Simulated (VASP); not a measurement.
Crystal: La2O3.

```
CELL_PARAMETERS angstrom
3.94045 0.00000 0.00000
-1.97023 3.41253 0.00000
0.00000 0.00000 6.18736
ATOMIC_POSITIONS crystal
La 0.66667 0.33333 0.75263
La 0.33333 0.66667 0.24737
O 0.66667 0.33333 0.35470
O 0.33333 0.66667 0.64530
O 0.00000 0.00000 0.00000
```

* Program: VASP 6.6.1
* Task: relaxation of cell and atoms
* Functional: LDA
* Potentials or basis: VASP PAW LDA potentials, release 64 (La, O)
* Cutoff: 600 eV
* k mesh: 9 × 9 × 4
* Occupations: gaussian, width 0.02 eV
* Spin: no spin polarisation

At the start: pressure -8.2 GPa; volume 16.64 Å³/atom.

Question: How do energy, volume and symmetry change on relaxing?

Answer: Over 12 steps the energy falls by 29.3 meV/atom and the volume is 15.51 Å³/atom (-6.8 %); space group P-3m1 (No. 164, to 0.1 Å) before and after.

Step by step:
| step | energy change (eV) | largest force (eV/Å) | pressure (GPa) | volume (Å³) |
| --- | --- | --- | --- | --- |
| 1 | 0.0000 | 0.1825 | -8.15 | 83.20 |
| 2 | 0.0433 | 1.1073 | 11.47 | 73.41 |
| 3 | -0.1301 | 0.3648 | -0.24 | 78.45 |
| 4 | -0.1301 | 0.3769 | -0.07 | 78.35 |
| 5 | -0.1418 | 0.0665 | 0.05 | 77.89 |
| 6 | -0.1428 | 0.0772 | 0.11 | 77.70 |
| 7 | -0.1450 | 0.0764 | -0.10 | 77.74 |
| 8 | -0.1456 | 0.0764 | -0.27 | 77.77 |
| 9 | -0.1461 | 0.0642 | 0.31 | 77.46 |
| 10 | -0.1462 | 0.0571 | 0.24 | 77.50 |
| 11 | -0.1466 | 0.0086 | 0.04 | 77.53 |
| 12 | -0.1467 | 0.0032 | 0.03 | 77.54 |

Final structure:
```
La O
1.0
     3.88161    0.00000    0.00000
    -1.94081    3.36157    0.00000
     0.00000    0.00000    5.94226
La O
2 3
Direct
  0.66667 0.33333 0.75629
  0.33333 0.66667 0.24371
  0.66667 0.33333 0.35324
  0.33333 0.66667 0.64676
  0.00000 0.00000 0.00000
```
